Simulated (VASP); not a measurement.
# Nb3Sn (Pm-3n) in VASP: single point with PBE

Aim: the single point of Nb3Sn with PBE.

Program: VASP 6.6.1. These are calculated values, not measurements. Logs are shortened: lines on timing, memory, paths and dates and some standing lists are left out, and cuts for length are marked.

## 1. The cell of the first run

The structure is cubic, space group Pm-3n (No. 223). Conventional cell: a = 5.319 Å, b = 5.319 Å, c = 5.319 Å, α = 90.00°, β = 90.00°, γ = 90.00°. Within 3.5 Å of Nb (site symmetry -4m2) lie 10 Nb at 2.66 to 3.26 Å and 4 Sn at 2.97 Å. Sn (site symmetry m-3) has 12 Nb at 2.97 Å within 3.9 Å.

## 2. Single point, PBE

File POSCAR:

```
Nb3Sn
1.0
    5.3192625886      0.0000000000      0.0000000000
    0.0000000000      5.3192625886      0.0000000000
    0.0000000000      0.0000000000      5.3192625886
Nb Sn
6 2
Direct
    0.2500000000      0.0000000000      0.5000000000
    0.5000000000      0.7500000000      0.0000000000
    0.7500000000      0.0000000000      0.5000000000
    0.5000000000      0.2500000000      0.0000000000
    0.0000000000      0.5000000000      0.7500000000
    0.0000000000      0.5000000000      0.2500000000
    0.0000000000      0.0000000000      0.0000000000
    0.5000000000      0.5000000000      0.5000000000
```

File INCAR.step1:

```
SYSTEM = Nb3Sn
PREC = Accurate
ENCUT = 400
EDIFF = 1E-6
ISMEAR = 0
SIGMA = 0.1
LREAL = .False.
LASPH = .True.
NELM = 120
ALGO = Normal
ISIF = 2
LWAVE = .False.
LCHARG = .True.
LMAXMIX = 4
GGA = PE
NBANDS = 63
GGA_COMPAT = .False.
NEDOS = 2001
LORBIT = 11
```

File KPOINTS.step1:

```
regular mesh
0
Gamma
  8 8 8
  0 0 0
```

File INCAR.step2:

```
SYSTEM = Nb3Sn
PREC = Accurate
ENCUT = 400
EDIFF = 1E-6
ISMEAR = -5
SIGMA = 0.1
LREAL = .False.
LASPH = .True.
NELM = 120
ALGO = Normal
ISIF = 2
LWAVE = .False.
LCHARG = .False.
LMAXMIX = 4
GGA = PE
LORBIT = 10
NEDOS = 1001
ICHARG = 11
GGA_COMPAT = .False.
```

File KPOINTS.step2:

```
regular mesh
0
Gamma
  12 12 12
  0 0 0
```

Potentials or basis: VASP PAW PBE potentials, release 64 (Nb_sv, Sn_d).

Command:

```sh
> cat potpaw_PBE.64/Nb_sv/POTCAR potpaw_PBE.64/Sn_d/POTCAR > POTCAR
> cp INCAR.step1 INCAR
> cp KPOINTS.step1 KPOINTS
> mpirun -np 1 vasp_std > vasp.out
> cp INCAR.step2 INCAR
> cp KPOINTS.step2 KPOINTS
> mpirun -np 1 vasp_std > vasp.out
```

OUTCAR:

```text
SYSTEM = Nb3Sn
   PREC = Accurate
   ENCUT = 400
   EDIFF = 1E-6
   ISMEAR = -5
   LREAL = .False.
   LASPH = .True.
   NELM = 120
   ISIF = 2
   GGA = PE
   LORBIT = 10
   ICHARG = 11

 ion  position               nearest neighbor table
   1  0.250  0.000  0.500-   3 2.66   3 2.66   8 2.97   7 2.97   8 2.97   7 2.97
   2  0.500  0.750  0.000-   4 2.66   4 2.66   8 2.97   8 2.97   7 2.97   7 2.97
   3  0.750  0.000  0.500-   1 2.66   1 2.66   8 2.97   7 2.97   8 2.97   7 2.97
   4  0.500  0.250  0.000-   2 2.66   2 2.66   8 2.97   8 2.97   7 2.97   7 2.97
   5  0.000  0.500  0.750-   6 2.66   6 2.66   8 2.97   7 2.97   7 2.97   8 2.97
   6  0.000  0.500  0.250-   5 2.66   5 2.66   8 2.97   7 2.97   7 2.97   8 2.97
   7  0.000  0.000  0.000-   1 2.97   2 2.97   3 2.97   4 2.97   5 2.97   6 2.97   1 2.97   3 2.97
                             5 2.97   6 2.97   2 2.97   4 2.97
   8  0.500  0.500  0.500-   1 2.97   2 2.97   3 2.97   4 2.97   5 2.97   6 2.97   2 2.97   4 2.97
                             1 2.97   3 2.97   5 2.97   6 2.97

  LATTYP: Found a simple cubic cell.
 ALAT       =     5.3192625886

  Lattice vectors:

 A1 = (   5.3192625886,   0.0000000000,   0.0000000000)
 A2 = (   0.0000000000,   5.3192625886,   0.0000000000)
 A3 = (   0.0000000000,   0.0000000000,   5.3192625886)

Analysis of symmetry for initial positions (statically):
=====================================================================
 Subroutine PRICEL returns:
 Original cell was already a primitive cell.

 Routine SETGRP: Setting up the symmetry group for a
 simple cubic supercell.

 Subroutine GETGRP returns: Found 48 space group operations
 (whereof 24 operations were pure point group operations)
 out of a pool of 48 trial point group operations.

The static configuration has the point symmetry T_h .
 The point group associated with its full space group is O_h .

Analysis of symmetry for dynamics (positions and initial velocities):
=====================================================================
 Subroutine PRICEL returns:
 Original cell was already a primitive cell.

 Routine SETGRP: Setting up the symmetry group for a
 simple cubic supercell.

 Subroutine GETGRP returns: Found 48 space group operations
 (whereof 24 operations were pure point group operations)
 out of a pool of 48 trial point group operations.

The dynamic configuration has the point symmetry T_h .
 The point group associated with its full space group is O_h .

 Subroutine INISYM returns: Found 48 space group operations
 (whereof 24 operations are pure point group operations),
 and found     1 'primitive' translations

----------------------------------------------------------------------------------------

                                     Primitive cell

  volume of cell :     150.5062

  direct lattice vectors                    reciprocal lattice vectors
     5.319262589  0.000000000  0.000000000     0.187995983  0.000000000  0.000000000
     0.000000000  5.319262589  0.000000000     0.000000000  0.187995983  0.000000000
     0.000000000  0.000000000  5.319262589     0.000000000  0.000000000  0.187995983

  length of vectors
     5.319262589  5.319262589  5.319262589     0.187995983  0.187995983  0.187995983

  position of ions in fractional coordinates (direct lattice)
     0.250000000  0.000000000  0.500000000
     0.500000000  0.750000000  0.000000000
     0.750000000  0.000000000  0.500000000
     0.500000000  0.250000000  0.000000000
     0.000000000  0.500000000  0.750000000
     0.000000000  0.500000000  0.250000000
     0.000000000  0.000000000  0.000000000
     0.500000000  0.500000000  0.500000000

  ion indices of the primitive-cell ions
   primitive index   ion index
                 1           1
                 2           2
                 3           3
                 4           4
                 5           5
                 6           6
                 7           7
                 8           8

----------------------------------------------------------------------------------------

 KPOINTS: regular mesh

Automatic generation of k-mesh.
 Grid dimensions read from file:
 generate k-points for:   12   12   12

 Generating k-lattice:

  Cartesian coordinates                     Fractional coordinates (reciprocal lattice)
     0.015666332  0.000000000  0.000000000     0.083333333  0.000000000  0.000000000
     0.000000000  0.015666332  0.000000000     0.000000000  0.083333333  0.000000000
     0.000000000  0.000000000  0.015666332     0.000000000  0.000000000  0.083333333

  Length of vectors
     0.015666332  0.015666332  0.015666332

  Shift w.r.t. Gamma in fractional coordinates (k-lattice)
     0.000000000  0.000000000  0.000000000

 TETIRR: Found    854 inequivalent tetrahedra from    10368

 Subroutine IBZKPT returns following result:
 ===========================================

 Found     84 irreducible k-points:

 Following reciprocal coordinates:
            Coordinates               Weight
  0.000000  0.000000  0.000000      1.000000
  0.083333  0.000000  0.000000      6.000000
  0.166667  0.000000  0.000000      6.000000
  0.250000  0.000000  0.000000      6.000000
  0.333333  0.000000  0.000000      6.000000
  0.416667  0.000000  0.000000      6.000000
[... 16 lines left out ...]
  0.333333  0.333333  0.000000     12.000000
  0.416667  0.333333  0.000000     24.000000
 [... further k-points ...]
   k-points           NKPTS =     84   k-points in BZ     NKDIM =     84   number of bands    NBANDS=     63
   number of dos      NEDOS =   1001   number of ions     NIONS =      8
   total plane-waves  NPLWV =  46656
   dimension x,y,z NGX =    36 NGY =   36 NGZ =   36
   dimension x,y,z NGXF=    72 NGYF=   72 NGZF=   72
   ions per type =               6   2
   NGX,Y,Z   is equivalent  to a cutoff of  11.25, 11.25, 11.25 a.u.
   NGXF,Y,Z  is equivalent  to a cutoff of  22.50, 22.50, 22.50 a.u.
 SYSTEM =  Nb3Sn
   PREC   = accura    normal or accurate (medium, high low for compatibility)
   ISTART =      0    job   : 0-new  1-cont  2-samecut
   ICHARG =     11    charge: 1-file 2-atom 10-const
   ISPIN  =      1    spin polarized calculation?
   LNONCOLLINEAR =      F non collinear calculations
   LSORBIT =      F    spin-orbit coupling
   LASPH  =      T    aspherical Exc in radial PAW
   ENCUT  =  400.0 eV  29.40 Ry    5.42 a.u.   8.67  8.67  8.67*2*pi/ulx,y,z
   NELM   =    120;   NELMIN=  2; NELMDL=  0     # of ELM steps
   EDIFF  = 0.1E-05   stopping-criterion for ELM
   LREAL  =      F    real-space projection
   EDIFFG = 0.1E-04   stopping-criterion for IOM
   NSW    =      0    number of steps for IOM
   IBRION =     -1    ionic relax: 0-MD 1-quasi-New 2-CG
   NFREE  =      0    steps in history (QN), initial steepest desc. (CG)
   ISIF   =      2    stress and relaxation
   ISYM   =      2    0-nonsym 1-usesym 2-fastsym
   POTIM  = 0.5000    time-step for ionic-motion
   TEBEG  =    0.0;   TEEND  =   0.0 temperature during run
   PSTRESS=    0.0 pullay stress
   NELECT =     106.0000    total number of electrons
   NUPDOWN=      -1.0000    fix difference up-down
   EMIN   =  10.00;   EMAX   =-10.00  energy-range for DOS
   EFERMI =   0.00;   METHOD = LEGACY
   ISMEAR =    -5;   SIGMA  =   0.10  broadening in eV -4-tet -1-fermi 0-gaus
   EFERMI_NEDOS =   21; number of points for ismear=-14 and -15
   IALGO  =     38    algorithm
   IMIX   =      4    mixing-type and parameters
     AMIX     =   0.40;   BMIX     =  1.00
     AMIX_MAG =   1.60;   BMIX_MAG =  1.00
  volume/ion in A,a.u.               =      18.81       126.96
  Fermi-wavevector in a.u.,A,eV,Ry     =   1.456550  2.752480 28.865270  2.121537
  Thomas-Fermi vector in A             =   2.573455
   LORBIT       =     10    0 simple, 1 ext, 2 COOP (PROOUT), +10 PAW based schemes
   GGA     = PE    functional components
   LHFCALC =     F    Hartree Fock is set to
   AEXX    =    0.0000 exact exchange contribution
   IVDW    =     0    specifies the selected vdW correction
   LEPSILON=     F    determine dielectric tensor
   LRPA    =     F    only Hartree local field effects (RPA)
 non-spin polarized calculation
 Fermi weights with tetrahedron method with Bloechl corrections
  energy-cutoff  :      400.00
  volume of cell :      150.51
 maximum number of plane-waves:      2800
 NGX is ok and might be reduce to    36

 number of electron     105.9999943 magnetization

 Free energy of the ion-electron system (eV)
  ---------------------------------------------------
  ext. energy  EPLUGINS =         0.00000000
  ---------------------------------------------------
  free energy    TOTEN  =       -70.33758560 eV

  energy without entropy =      -70.33758560  energy(sigma->0) =      -70.33758560

 E-fermi :  11.1481     XC(G=0): -12.2570

 val. band max:       11.2042929150   @ k =   0.5000   0.5000   0.5000
 cond. band min:      11.1495070596   @ k =   0.1667   0.1667   0.0000
 fundamental gap:     -0.0547858554
 Fermi energy:        11.1481090702

 k-point     1 :       0.0000    0.0000    0.0000
  band No.  band energies     occupation
      1     -43.4460      2.00000
      2     -43.3796      2.00000
      3     -43.3796      2.00000
      4     -43.1727      2.00000
      5     -43.1727      2.00000
      6     -43.1727      2.00000
[... 55 lines left out ...]
     62      14.8067      0.00000
     63      14.8641      0.00000

 k-point     2 :       0.0833    0.0000    0.0000
  band No.  band energies     occupation
      1     -43.4440      2.00000
      2     -43.3804      2.00000
      3     -43.3770      2.00000
      4     -43.1766      2.00000
      5     -43.1727      2.00000
      6     -43.1727      2.00000
[... 55 lines left out ...]
     62      14.8114      0.00000
     63      14.8784      0.00000

 k-point     3 :       0.1667    0.0000    0.0000
  band No.  band energies     occupation
      1     -43.4386      2.00000
      2     -43.3829      2.00000
      3     -43.3691      2.00000
      4     -43.1881      2.00000
      5     -43.1727      2.00000
      6     -43.1727      2.00000
[... 1375 lines left out ...]
     62      13.8121      0.00000
     63      14.0658      0.00000

 k-point    24 :       0.4167    0.3333    0.0000
  band No.  band energies     occupation
      1     -43.4036      2.00000
      2     -43.3529      2.00000
      3     -43.3121      2.00000
      4     -43.2587      2.00000
      5     -43.2285      2.00000
      6     -43.1727      2.00000
[... 55 lines left out ...]
     62      13.7806      0.00000
     63      13.9342      0.00000

 [... further k-points ...]

------------------------ aborting loop because EDIFF is reached ----------------------------------------

  FORCE on cell =-STRESS in cart. coord.  units (eV):
  Direction    XX          YY          ZZ          XY          YZ          ZX
  --------------------------------------------------------------------------------------
  -------------------------------------------------------------------------------------
  Total       -0.6756480     -0.6756480     -0.6756480      0.0000000      0.0000000     -0.0000000
  in kB       -7.1924488     -7.1924488     -7.1924488      0.0000000      0.0000000     -0.0000000
  external PRESSURE =      -7.1924488 kB  Pullay stress =       0.0000000 kB

 VOLUME and BASIS-vectors are now :
 -----------------------------------------------------------------------------
  energy-cutoff  :      400.00
  volume of cell :      150.51
      direct lattice vectors                 reciprocal lattice vectors
     5.319262589  0.000000000  0.000000000     0.187995983  0.000000000  0.000000000
     0.000000000  5.319262589  0.000000000     0.000000000  0.187995983  0.000000000
     0.000000000  0.000000000  5.319262589     0.000000000  0.000000000  0.187995983

 POSITION                                       TOTAL-FORCE (eV/Angst)
 -----------------------------------------------------------------------------------
      1.32982      0.00000      2.65963         0.000000     -0.000000     -0.000000
      2.65963      3.98945      0.00000         0.000000     -0.000000     -0.000000
      3.98945      0.00000      2.65963        -0.000000      0.000000      0.000000
      2.65963      1.32982      0.00000        -0.000000      0.000000      0.000000
      0.00000      2.65963      3.98945        -0.000000      0.000000      0.000000
      0.00000      2.65963      1.32982         0.000000     -0.000000     -0.000000
      0.00000      0.00000      0.00000        -0.000000     -0.000000      0.000000
      2.65963      2.65963      2.65963        -0.000000     -0.000000      0.000000
 -----------------------------------------------------------------------------------
    total drift:                                0.000000      0.000000     -0.000000

  FREE ENERGIE OF THE ION-ELECTRON SYSTEM (eV)
  ---------------------------------------------------
  free  energy   TOTEN  =       -70.3375855965 eV

  energy  without entropy=      -70.3375855965  energy(sigma->0) =      -70.33758560

 total charge

# of ion       s       p       d       tot
------------------------------------------
    1        2.181   5.998   2.507  10.685
    2        2.181   5.998   2.507  10.685
    3        2.181   5.998   2.507  10.685
    4        2.181   5.998   2.507  10.685
    5        2.181   5.998   2.507  10.685
    6        2.181   5.998   2.507  10.685
    7        1.085   1.429  10.049  12.563
    8        1.085   1.429  10.049  12.563
--------------------------------------------------
tot         15.254  38.846  35.138  89.237
```

Run time: 14 min. Hardware: 1 thread of Oxide Virtual Turin-like, shared host; peak memory 0.45 GiB.

Results:

```yaml
Valence_electrons_inside_the_program's_atomic_spheres: Nb 10.69; Sn 12.56
```

Levels at points of the mesh, in eV from the Fermi level:
| k point | band 50 | band 51 | band 52 | band 53 | band 54 | band 55 | band 56 | band 57 |
| --- | --- | --- | --- | --- | --- | --- | --- | --- |
| (0.00, 0.00, 0.00) | -0.52 | -0.52 | -0.52 | -0.05 | -0.05 | 2.34 | 2.34 | 2.35 |
| (0.50, 0.00, 0.00) | -0.96 | -0.80 | -0.80 | -0.37 | -0.37 | 1.49 | 1.49 | 2.16 |
| (0.50, 0.50, 0.00) | 0.10 | 0.18 | 0.19 | 0.19 | 0.59 | 0.62 | 0.62 | 0.76 |
| (0.50, 0.50, 0.50) | 0.06 | 0.06 | 0.06 | 0.12 | 0.12 | 0.12 | 0.12 | 0.12 |

Caveat: spin-orbit coupling is left out, which moves the levels of the heavy elements.
